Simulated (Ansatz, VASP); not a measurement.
ReBPt: VASP beside Ansatz

The input INCAR:

```
SYSTEM = ReBPt
ALGO     = Normal         ! electronic algorithm
EDIFF    = 1E-6           ! SCF threshold, eV
EDIFFG   = -0.01          ! ionic threshold
ENCUT    = 600            ! plane-wave cutoff, eV
GGA      = PE             ! functional
IBRION   = 2              ! ionic algorithm
ISIF     = 3              ! what is computed and relaxed
ISMEAR   = 0              ! smearing method
LASPH    = .TRUE.         ! aspherical terms in the spheres
LCHARG   = .FALSE.        ! write CHGCAR
LREAL    = .FALSE.        ! projectors in reciprocal space
LWAVE    = .FALSE.        ! write WAVECAR
NELM     = 60             ! most SCF steps
NSW      = 100            ! ionic steps
PREC     = Accurate       ! precision mode
SIGMA    = 0.1            ! smearing width, eV
```

KPOINTS

```
k-points
0
G
  12 12 14
  0 0 0
```

Contents of POSCAR:

```
ReBPt
1.0
    3.7410770892      0.0000000000      0.0000000000
   -1.8705385446      3.2398677967      0.0000000000
    0.0000000000      0.0000000000      3.2660954380
Re B Pt
1 1 1
Direct
    0.0000000000      0.0000000000      0.5000000000
    0.3333333333      0.6666666667      0.5000000000
    0.6666666667      0.3333333333      0.0000000000
```

Input for Ansatz:

```yaml
crystal:
  lattice:
    - [3.7410770892, 0.0, 0.0]
    - [-1.8705385446, 3.2398677967, 0.0]
    - [0.0, 0.0, 3.266095438]
  atoms:
    - { symbol: Re, position: [0.0, 0.0, 0.5] }
    - { symbol: B, position: [0.3333333333, 0.6666666667, 0.5] }
    - { symbol: Pt, position: [0.6666666667, 0.3333333333, 0.0] }
basis:
  ecutwfc: 420
kpoints:
  mp_grid: { grid: [12, 12, 14] }
hamiltonian:
  xc: pbe
scf:
  occupations: { method: gaussian, width: 0.1 }
output:
  forces: true
  stress: true
  eigenvalues: true
  write_density: true
  write_potential: true
  elf: true
  volumetric_format: npy
relax:
  adjacent_minimum: "off"
  f_tol: 0.01
  max_steps: 80
  cell: { stress_tol: 0.05 }
```

Change from the starting cell: species swapped into the DyCuGe type (P-6m2, No. 187).

Alike in both runs: task relaxation of cell and atoms; functional PBE; k mesh 12 × 12 × 14; occupations gaussian, width 0.1 eV; no spin polarisation.

```csv
,VASP,Ansatz
version,VASP 6.6.1,Ansatz 0.2.0
potentials or method,"VASP PAW PBE potentials, release 64 (Re, B, Pt), cutoff 600 eV","scalar-relativistic, plane waves, PAW"
valence electrons in the cell,20,36
```

```csv
,VASP,Ansatz,Ansatz less VASP
"gap on the k mesh at the Fermi level, each at its own relaxed structure (eV)",none,none,-
relaxed volume (Å³/atom),13.14,13.15,+0.011
relaxed cell length with the largest relative difference (Å),3.213,3.235,+0.0223
```

A gap of «none» marks a metal or a gap that the smearing closes. VASP's potentials hold 20 valence electrons a cell and Ansatz's 36, so a difference there can come from the potentials and not from the codes.

Neither program's run includes spin-orbit coupling.
